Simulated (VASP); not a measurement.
Input of a VASP 6.6.1 run:

The input INCAR:

```
SYSTEM = CuO
ALGO = Normal ; EDIFF = 1E-6
ENCUT = 520 ; GGA = PS
ISIF = 2 ; ISMEAR = 0
LASPH = .True. ; LCHARG = .False.
LREAL = .False. ; LWAVE = .False.
NBANDS = 25 ; NELM = 80
PREC = Accurate ; SIGMA = 0.1
```

The input KPOINTS:

```
k-points
0
Gamma
  10 10 6
  0 0 0
```

POSCAR

```
CuO
1.0
    2.3496302897     -1.7169854238      0.0000000000
    2.3496302897      1.7169854238      0.0000000000
   -0.8528540407      0.0000000000      5.0746736783
Cu O
2 2
Direct
    0.0000000000      0.5000000000      0.0000000000
    0.5000000000      0.0000000000      0.5000000000
    0.5816000000      0.4184000000      0.2500000000
    0.4184000000      0.5816000000      0.7500000000
```

Potentials or basis: VASP PAW PBE potentials, release 64 (Cu, O).

Launch:

```bash
$ cat potpaw_PBE.64/Cu/POTCAR potpaw_PBE.64/O/POTCAR > POTCAR
$ mpirun -np 1 vasp_std > vasp.out
```

Question: Estimate the band gap on the k mesh.

Answer: Zero (band 17 reaches 5.70 eV, above the bottom of band 18 at 4.98 eV).

Question: Estimate the pressure.

Answer: -3.7 GPa.

Question: Predict the largest force.

Answer: 0.354 eV/Å.

Forces on the atoms (eV/Å):
```
Cu   0.000  0.000  0.000
Cu   0.000  0.000  0.000
O    0.000  0.354  0.000
O    0.000 -0.354  0.000
```

Caveat: the PAW data sets were made with another functional, which shifts forces and pressure a little; semilocal functionals often make such compounds metallic where correlation or magnetic order opens a gap, which also shifts bond lengths. With open d or f shells a metallic result of PBEsol can be an artefact of self-interaction; +U or a hybrid may open a gap.
